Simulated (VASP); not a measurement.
# ZnCu (Pm-3m) in VASP: further runs

ZnCu is run at these levels: PBE; tasks: single point.

All numbers are computed with VASP 6.6.1; they aren't measurements. Logs are shortened: lines on timing, memory, paths and dates and some standing lists are left out, and cuts for length are marked.

## 1. The cell of the first run

Symmetry: Pm-3m, No. 221, cubic system. Conventional cell: a = 2.921 Å, b = 2.921 Å, c = 2.921 Å, α = 90.00°, β = 90.00°, γ = 90.00°. Within 3.3 Å of Zn (site symmetry m-3m) lie 8 Cu at 2.53 Å and 6 Zn at 2.92 Å. Cu (site symmetry m-3m) has 8 Zn at 2.53 Å and 6 Cu at 2.92 Å within 3.3 Å.

## 2. Single point, PBE

The input, INCAR:

```
SYSTEM = ZnCu
PREC = Accurate ; ENCUT = 600
EDIFF = 1E-6 ; ISMEAR = 0
SIGMA = 0.1 ; LREAL = .FALSE.
LASPH = .TRUE. ; NELM = 120
ALGO = Normal ; ISIF = 2
LWAVE = .FALSE. ; LCHARG = .FALSE.
GGA = PE ; NBANDS = 18
ISYM = 0 ; GGA_COMPAT = .FALSE.
```

The input, KPOINTS:

```
Automatic mesh
0
Gamma
  6 6 1
  0 0 0.5
```

The input, POSCAR:

```
ZnCu
1.0
    2.9205539200      0.0000000000      0.0000000000
    0.0000000000      2.9205539200      0.0000000000
    0.0000000000      0.0000000000      2.9205539200
Zn Cu
1 1
Direct
    0.5000000000      0.5000000000      0.5000000000
    0.0000000000      0.0000000000      0.0000000000
```

Potentials or basis: VASP PAW PBE potentials, release 64 (Zn, Cu).

Command:

```
> cat potpaw_PBE.64/Zn/POTCAR potpaw_PBE.64/Cu/POTCAR > POTCAR
> mpirun -np 1 vasp_std > vasp.out
```

OUTCAR:

```text
SYSTEM = ZnCu
   PREC = Accurate
   ENCUT = 600
   EDIFF = 1E-6
   ISMEAR = 0
   LREAL = .FALSE.
   LASPH = .TRUE.
   NELM = 120
   ISIF = 2
   GGA = PE
   ISYM = 0

 ion  position               nearest neighbor table
   1  0.500  0.500  0.500-   2 2.53   2 2.53   2 2.53   2 2.53   2 2.53   2 2.53   2 2.53   2 2.53

   2  0.000  0.000  0.000-   1 2.53   1 2.53   1 2.53   1 2.53   1 2.53   1 2.53   1 2.53   1 2.53

IMPORTANT INFORMATION: All symmetrisations will be switched off!
NOSYMM: (Re-)initialisation of all symmetry stuff for point group C_1.

----------------------------------------------------------------------------------------

                                     Primitive cell

  volume of cell :      24.9113

  direct lattice vectors                    reciprocal lattice vectors
     2.920553920  0.000000000  0.000000000     0.342400800  0.000000000  0.000000000
     0.000000000  2.920553920  0.000000000     0.000000000  0.342400800  0.000000000
     0.000000000  0.000000000  2.920553920     0.000000000  0.000000000  0.342400800

  length of vectors
     2.920553920  2.920553920  2.920553920     0.342400800  0.342400800  0.342400800

  position of ions in fractional coordinates (direct lattice)
     0.500000000  0.500000000  0.500000000
     0.000000000  0.000000000  0.000000000

  ion indices of the primitive-cell ions
   primitive index   ion index
                 1           1
                 2           2

----------------------------------------------------------------------------------------

 KPOINTS: Automatic mesh

Automatic generation of k-mesh.
 Grid dimensions read from file:
 generate k-points for:    6    6    1

 Generating k-lattice:

  Cartesian coordinates                     Fractional coordinates (reciprocal lattice)
     0.057066800  0.000000000  0.000000000     0.166666667  0.000000000  0.000000000
     0.000000000  0.057066800  0.000000000     0.000000000  0.166666667  0.000000000
     0.000000000  0.000000000  0.342400800     0.000000000  0.000000000  1.000000000

  Length of vectors
     0.057066800  0.057066800  0.342400800

  Shift w.r.t. Gamma in fractional coordinates (k-lattice)
     0.000000000  0.000000000  0.500000000

 -----------------------------------------------------------------------------
|                                                                             |
|           W    W    AA    RRRRR   N    N  II  N    N   GGGG   !!!           |
|           W    W   A  A   R    R  NN   N  II  NN   N  G    G  !!!           |
|           W    W  A    A  R    R  N N  N  II  N N  N  G       !!!           |
|           W WW W  AAAAAA  RRRRR   N  N N  II  N  N N  G  GGG   !            |
|           WW  WW  A    A  R   R   N   NN  II  N   NN  G    G                |
[... 63 lines left out ...]
   NSW    =      0    number of steps for IOM
   IBRION =     -1    ionic relax: 0-MD 1-quasi-New 2-CG
   NFREE  =      0    steps in history (QN), initial steepest desc. (CG)
   ISIF   =      2    stress and relaxation
   ISYM   =      0    0-nonsym 1-usesym 2-fastsym
   POTIM  = 0.5000    time-step for ionic-motion
   TEBEG  =    0.0;   TEEND  =   0.0 temperature during run
   PSTRESS=    0.0 pullay stress
   NELECT =      23.0000    total number of electrons
   NUPDOWN=      -1.0000    fix difference up-down
   EMIN   =  10.00;   EMAX   =-10.00  energy-range for DOS
   EFERMI =   0.00;   METHOD = LEGACY
   ISMEAR =     0;   SIGMA  =   0.10  broadening in eV -4-tet -1-fermi 0-gaus
   EFERMI_NEDOS =   21; number of points for ismear=-14 and -15
   IALGO  =     38    algorithm
   IMIX   =      4    mixing-type and parameters
     AMIX     =   0.40;   BMIX     =  1.00
     AMIX_MAG =   1.60;   BMIX_MAG =  1.00
  volume/ion in A,a.u.               =      12.46        84.05
  Fermi-wavevector in a.u.,A,eV,Ry     =   1.594112  3.012435 34.575039  2.541194
  Thomas-Fermi vector in A             =   2.692237
   LORBIT       =      0    0 simple, 1 ext, 2 COOP (PROOUT), +10 PAW based schemes
   GGA     = PE    functional components
   LHFCALC =     F    Hartree Fock is set to
   AEXX    =    0.0000 exact exchange contribution
   IVDW    =     0    specifies the selected vdW correction
   LEPSILON=     F    determine dielectric tensor
   LRPA    =     F    only Hartree local field effects (RPA)
 non-spin polarized calculation
 Gauss-broadening in eV      SIGMA  =   0.10
  energy-cutoff  :      600.00
  volume of cell :       24.91
 maximum number of plane-waves:       844
   NGX = 11   NGY = 11   NGZ = 11

 number of electron      22.9999986 magnetization

 Free energy of the ion-electron system (eV)
  ---------------------------------------------------
  ext. energy  EPLUGINS =         0.00000000
  ---------------------------------------------------
  free energy    TOTEN  =        -1.74295450 eV

  energy without entropy =       -1.74287796  energy(sigma->0) =       -1.74291623

 E-fermi :   5.2872     XC(G=0): -12.5762

 val. band max:        5.0612037149   @ k =   0.5000   0.1667   0.5000
 cond. band min:       5.5135837434   @ k =  -0.3333   0.3333   0.5000
 fundamental gap:      0.4523800285
 Fermi energy:         5.2871937844

 k-point     1 :       0.0000    0.0000    0.5000
  band No.  band energies     occupation
      1      -2.2492      2.00000
      2      -2.0697      2.00000
      3      -1.6981      2.00000
      4      -1.6981      2.00000
      5      -1.4974      2.00000
      6      -0.5213      2.00000
[... 397 lines left out ...]
      5      -1.1638      2.00000
      6       1.0191      2.00000
[... 10 lines left out ...]
     17      10.3438      0.00000
     18      12.0194      0.00000

------------------------ aborting loop because EDIFF is reached ----------------------------------------

  FORCE on cell =-STRESS in cart. coord.  units (eV):
  Direction    XX          YY          ZZ          XY          YZ          ZX
  --------------------------------------------------------------------------------------
  -------------------------------------------------------------------------------------
  Total       -4.8103649     -4.8103582     16.3023340      0.0000209      0.0000121      0.0000049
  in kB     -309.3804872   -309.3800551   1048.4909389      0.0013468      0.0007812      0.0003175
  external PRESSURE =     143.2434655 kB  Pullay stress =       0.0000000 kB

 VOLUME and BASIS-vectors are now :
 -----------------------------------------------------------------------------
  energy-cutoff  :      600.00
  volume of cell :       24.91
      direct lattice vectors                 reciprocal lattice vectors
     2.920553920  0.000000000  0.000000000     0.342400800  0.000000000  0.000000000
     0.000000000  2.920553920  0.000000000     0.000000000  0.342400800  0.000000000
     0.000000000  0.000000000  2.920553920     0.000000000  0.000000000  0.342400800

 POSITION                                       TOTAL-FORCE (eV/Angst)
 -----------------------------------------------------------------------------------
      1.46028      1.46028      1.46028         0.000003     -0.000000     -0.000003
      0.00000      0.00000      0.00000        -0.000003      0.000000      0.000003
 -----------------------------------------------------------------------------------
    total drift:                               -0.000001      0.000001      0.000001

  FREE ENERGIE OF THE ION-ELECTRON SYSTEM (eV)
  ---------------------------------------------------
  free  energy   TOTEN  =        -1.7429544991 eV

  energy  without entropy=       -1.7428779593  energy(sigma->0) =       -1.74291623
```

OSZICAR:

```text
N       E                     dE             d eps       ncg     rms          rms(c)
DAV:   1     0.124026283661E+03    0.12403E+03   -0.12485E+04   760   0.235E+03
DAV:   2     0.161865499823E+01   -0.12241E+03   -0.11696E+03   720   0.315E+02
DAV:   3    -0.329795345844E+01   -0.49166E+01   -0.48787E+01   786   0.794E+01
DAV:   4    -0.333878409944E+01   -0.40831E-01   -0.40817E-01   820   0.680E+00
DAV:   5    -0.333938292057E+01   -0.59882E-03   -0.59881E-03   784   0.823E-01    0.114E+01
DAV:   6    -0.322088452676E+01    0.11850E+00   -0.20607E+01   760   0.117E+02    0.764E+00
DAV:   7    -0.175195542852E+01    0.14689E+01   -0.37019E+00   756   0.129E+02    0.256E+00
DAV:   8    -0.175308684469E+01   -0.11314E-02   -0.24376E-01   930   0.635E+00    0.138E+00
DAV:   9    -0.174323855296E+01    0.98483E-02   -0.90388E-03  1068   0.206E+00    0.152E-01
DAV:  10    -0.174298539037E+01    0.25316E-03   -0.20140E-03   936   0.134E+00    0.703E-02
DAV:  11    -0.174295531521E+01    0.30075E-04   -0.23710E-04  1040   0.412E-01    0.137E-02
DAV:  12    -0.174295449906E+01    0.81614E-06   -0.48135E-06   920   0.367E-02
   1 F= -.17429545E+01 E0= -.17429162E+01  d E =-.765397E-04
```

stdout:

```text
POSCAR found type information on POSCAR ZnCu
 POSCAR found :  2 types and       2 ions
 scaLAPACK will be used
 LDA part: xc-table for (Slater+PW92), standard interpolation
 -----------------------------------------------------------------------------
|                                                                             |
|           W    W    AA    RRRRR   N    N  II  N    N   GGGG   !!!           |
|           W    W   A  A   R    R  NN   N  II  NN   N  G    G  !!!           |
|           W    W  A    A  R    R  N N  N  II  N N  N  G       !!!           |
|           W WW W  AAAAAA  RRRRR   N  N N  II  N  N N  G  GGG   !            |
|           WW  WW  A    A  R   R   N   NN  II  N   NN  G    G                |
|           W    W  A    A  R    R  N    N  II  N    N   GGGG   !!!           |
|                                                                             |
|     Your reciprocal lattice and k-lattice belong to different lattice       |
|     classes:                                                                |
|                                                                             |
|        The reciprocal lattice is simple cubic,                              |
|        whereas your k-lattice is simple tetragonal.                         |
|                                                                             |
|     Results are often still useful ...                                      |
|                                                                             |
 -----------------------------------------------------------------------------

 POSCAR, INCAR and KPOINTS ok, starting setup
 FFT: planning ... GRIDC
 FFT: planning ... GRID_SOFT
 FFT: planning ... GRID
 WAVECAR not read
 entering main loop
```

It took 18 s on 1 thread of Intel Xeon 8259CL, shared host; peak memory 0.14 GiB.

The run converged, but its numbers aren't listed here, since they failed a check.

Caveat: the k points lie up to 2.15 Å⁻¹ apart.

## 3. Single point, PBE

The input, INCAR:

```
PREC = Accurate
ENCUT = 600
EDIFF = 1E-6
ISMEAR = -1
SIGMA = 0.08617333262145177
LREAL = F
LASPH = T
NELM = 120
ALGO = Normal
ISIF = 2
LWAVE = F
LCHARG = F
GGA = PE
NBANDS = 18
GGA_COMPAT = F
```

The input, KPOINTS:

```
regular mesh
0
Gamma
  6 6 6
```

POSCAR is that of step 2.

Potentials or basis: VASP PAW PBE potentials, release 64 (Zn, Cu).

Command:

```
> cat potpaw_PBE.64/Zn/POTCAR potpaw_PBE.64/Cu/POTCAR > POTCAR
> mpirun -np 1 vasp_std > vasp.out
```

It took 14 s on 1 thread of Intel Xeon 8259CL, shared host; peak memory 0.14 GiB.

Results (log left out):

```yaml
Free_energy: -4.9179 eV
Pressure: 6.7 GPa
```

Levels at points of the mesh, in eV from the Fermi level:
```
           k point  band 9  band 10  band 11  band 12  band 13  band 14  band 15  band 16
(0.00, 0.00, 0.00)   -2.80    -2.80    -2.80     6.33     6.33     6.33    11.42    11.42
(0.50, 0.00, 0.00)   -3.37    -3.37    -2.88    -2.05    11.94    11.94    12.56    12.56
(0.50, 0.50, 0.00)   -2.94    -2.56    -1.96    -1.96     1.87     2.21    14.22    15.74
(0.50, 0.50, 0.50)   -2.54    -2.54     4.06     4.41     4.41     4.41     4.60     4.60
```

## 4. Single point, PBE

The input, INCAR:

```
SYSTEM = ZnCu
ALGO     = Normal         ! electronic algorithm
EDIFF    = 1E-6           ! SCF threshold, eV
ENCUT    = 600            ! plane-wave cutoff, eV
GGA      = PE             ! functional
GGA_COMPAT= .FALSE.      
ISIF     = 2              ! what is computed and relaxed
ISMEAR   = -5             ! smearing method
LASPH    = .TRUE.         ! aspherical terms in the spheres
LCHARG   = .FALSE.        ! write CHGCAR
LREAL    = .FALSE.        ! projectors in reciprocal space
LWAVE    = .FALSE.        ! write WAVECAR
NBANDS   = 18             ! bands
NELM     = 120            ! most SCF steps
PREC     = Accurate       ! precision mode
SIGMA    = 0.1            ! smearing width, eV
```

The input, KPOINTS:

```
k-points
0
G
  6 6 6
  0 0 0
```

POSCAR is that of step 3.

Command:

```
> cat potpaw_PBE.64/Zn/POTCAR potpaw_PBE.64/Cu/POTCAR > POTCAR
> mpirun -np 1 vasp_std > vasp.out
```

It took 18 s on 1 thread of Intel Xeon 8259CL, shared host; peak memory 0.14 GiB.

Results (log left out):

* Free energy: -5.0073 eV
* Pressure: 5.9 GPa

Levels at points of the mesh, in eV from the Fermi level:
```csv
k point,band 10,band 11,band 12,band 13,band 14,band 15
"(0.00, 0.00, 0.00)",-2.76,-2.76,6.34,6.34,6.34,11.43
"(0.50, 0.00, 0.00)",-3.34,-2.84,-2.01,11.95,11.95,12.57
"(0.50, 0.50, 0.00)",-2.52,-1.95,-1.95,1.88,2.22,14.22
"(0.50, 0.50, 0.50)",-2.50,4.05,4.42,4.42,4.42,4.61
```

Caveat: tetrahedron occupations give inexact forces and stress in metals.

## 5. Single point, PBE

The input, INCAR:

```
  ALGO = Normal
  EDIFF = 1E-6
  ENCUT = 600
  GGA = PE
  GGA_COMPAT = False
  ISIF = 2
  ISMEAR = 0
  LASPH = True
  LCHARG = False
  LREAL = False
  LWAVE = False
  NBANDS = 18
  NELECT = 22.9
  NELM = 120
  PREC = Accurate
  SIGMA = 0.1
```

The input, KPOINTS:

```
k-points
0
Gamma
  6 6 6
```

POSCAR is that of step 4.

Command:

```
> cat potpaw_PBE.64/Zn/POTCAR potpaw_PBE.64/Cu/POTCAR > POTCAR
> mpirun -np 1 vasp_std > vasp.out
```

Wall time 16 s (1 thread of Intel Xeon 8259CL, shared host); peak memory 0.14 GiB.

The run converged. Its results:

```yaml
Free_energy: -5.4802 eV
```

Levels at points of the mesh, in eV from the Fermi level:
| k point | band 7 | band 8 | band 9 | band 10 | band 11 | band 12 | band 13 | band 14 | band 15 | band 16 |
| --- | --- | --- | --- | --- | --- | --- | --- | --- | --- | --- |
| (0.00, 0.00, 0.00) | -3.63 | -3.63 | -2.77 | -2.77 | -2.77 | 6.43 | 6.43 | 6.43 | 11.51 | 11.51 |
| (0.50, 0.00, 0.00) | -5.10 | -3.77 | -3.34 | -3.34 | -2.85 | -2.01 | 12.03 | 12.03 | 12.65 | 12.65 |
| (0.50, 0.50, 0.00) | -3.42 | -2.92 | -2.92 | -2.53 | -1.85 | -1.85 | 1.93 | 2.28 | 14.32 | 15.84 |
| (0.50, 0.50, 0.50) | -4.37 | -4.37 | -2.51 | -2.51 | 4.15 | 4.50 | 4.50 | 4.50 | 4.68 | 4.68 |

Caveat: the cell carries a net charge on a neutralising background, which shifts energy and pressure; the cell is charged against a uniform background, so pressure and absolute levels hang on convention.

## 6. Single point, PBE

The input, INCAR:

```
ALGO = Normal
EDIFF = 1E-6
ENCUT = 600
GGA = PE
GGA_COMPAT = F
ISIF = 2
ISMEAR = 1
LASPH = T
LCHARG = T
LELF = T
LREAL = F
LVHAR = T
LWAVE = F
NBANDS = 18
NELM = 120
PREC = Accurate
SIGMA = 0.39
```

KPOINTS is that of step 5.

POSCAR is that of step 5.

Potentials or basis: VASP PAW PBE potentials, release 64 (Zn, Cu).

Command:

```
> cat potpaw_PBE.64/Zn/POTCAR potpaw_PBE.64/Cu/POTCAR > POTCAR
> mpirun -np 1 vasp_std > vasp.out
```

Wall time 19 s (1 thread of Intel Xeon 8259CL, shared host); peak memory 0.14 GiB.

The run converged. Its results:

```
Free energy : -4.9097 eV
Pressure    : 6.7 GPa
```

Levels at points of the mesh, in eV from the Fermi level:
```tsv
k point	band 9	band 10	band 11	band 12	band 13	band 14	band 15	band 16
(0.00, 0.00, 0.00)	-2.79	-2.79	-2.79	6.33	6.33	6.33	11.42	11.42
(0.50, 0.00, 0.00)	-3.37	-3.37	-2.88	-2.04	11.95	11.95	12.56	12.56
(0.50, 0.50, 0.00)	-2.94	-2.56	-1.95	-1.95	1.87	2.21	14.22	15.74
(0.50, 0.50, 0.50)	-2.54	-2.54	4.06	4.41	4.41	4.41	4.60	4.60
```

## 7. The runs side by side

```tsv
smearing	gap on the mesh (eV)	pressure (GPa)
fermi-dirac 0.0861733 eV	none	6.7
tetrahedron	none	5.9
methfessel-paxton 0.39 eV	none	6.7
```

Alike in all rows: task single point; level PBE; potentials or basis VASP PAW PBE potentials, release 64 (Zn, Cu); no spin polarisation; cell as given; k mesh 6 × 6 × 6; cutoff (eV) 600.

Every run on the cell as given and a fine mesh finds a metal.

Caveats: tetrahedron occupations give inexact forces and stress in metals (some runs).

Total energies depend on the potentials used, so only differences within one code and one set of settings carry meaning.
